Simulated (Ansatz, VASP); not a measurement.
Cs in VASP and in Ansatz

The input INCAR:

```
ALGO = Normal
EDIFF = 1E-7
ENCUT = 520
GGA = PS
ISIF = 2
ISMEAR = -1
LASPH = True
LCHARG = True
LELF = True
LREAL = False
LVHAR = True
LWAVE = False
NBANDS = 20
NELM = 60
PREC = Accurate
SIGMA = 0.1
```

File KPOINTS:

```
k-points
0
Gamma
  5 5 7
```

File POSCAR:

```
Cs
1.0
    8.4768257553      0.0000000000      0.0000000000
   -4.2384128777      7.3411464475      0.0000000000
    0.0000000000      0.0000000000      5.0456444673
Cs
3
Direct
    0.0000000000      0.0000000000      0.0000000000
    0.3333333333      0.6666666667      0.5000000000
    0.6666666667      0.3333333333      0.5000000000
```

Input for Ansatz:

```yaml
crystal:
  lattice:
    - [8.4768257553, 0.0, 0.0]
    - [-4.2384128777, 7.3411464475, 0.0]
    - [0.0, 0.0, 5.0456444673]
  atoms:
    - { symbol: Cs, position: [0.0, 0.0, 0.0] }
    - { symbol: Cs, position: [0.3333333333, 0.6666666667, 0.5] }
    - { symbol: Cs, position: [0.6666666667, 0.3333333333, 0.5] }
hamiltonian:
  xc: pbesol
  pseudopotentials:
    kind: paw
    azcp:
      Cs: "pseudopotentials/Cs.paw.azcp"
basis:
  ecutwfc: 420
  fft_grid_basis: typed
kpoints:
  mp_grid: { grid: [5, 5, 7], shift: [0, 0, 0] }
magnetization:
  spin_polarized: false
scf:
  occupations: { method: fermi_dirac, width: 0.1 }
  lower_state_search: "off"
output:
  stress: true
```

Alike in both runs: task single point; functional PBEsol; k mesh 5 × 5 × 7; occupations fermi-dirac, width 0.1 eV; no spin polarisation.

```csv
,VASP,Ansatz
version,VASP 6.6.1,Ansatz 0.2.0
potentials or method,"VASP PAW PBE potentials, release 64 (Cs_sv), cutoff 520 eV","plane waves (420 eV) with PAW, scalar-relativistic"
valence electrons in the cell,27,27
```

|  | VASP | Ansatz | Ansatz less VASP |
| --- | --- | --- | --- |
| pressure (GPa) | 0.1 | 0.1 | +0.01 |

VASP's potentials were made for PBE, not for PBEsol, and Ansatz warns of the same on its side.

Neither program's run includes spin-orbit coupling.
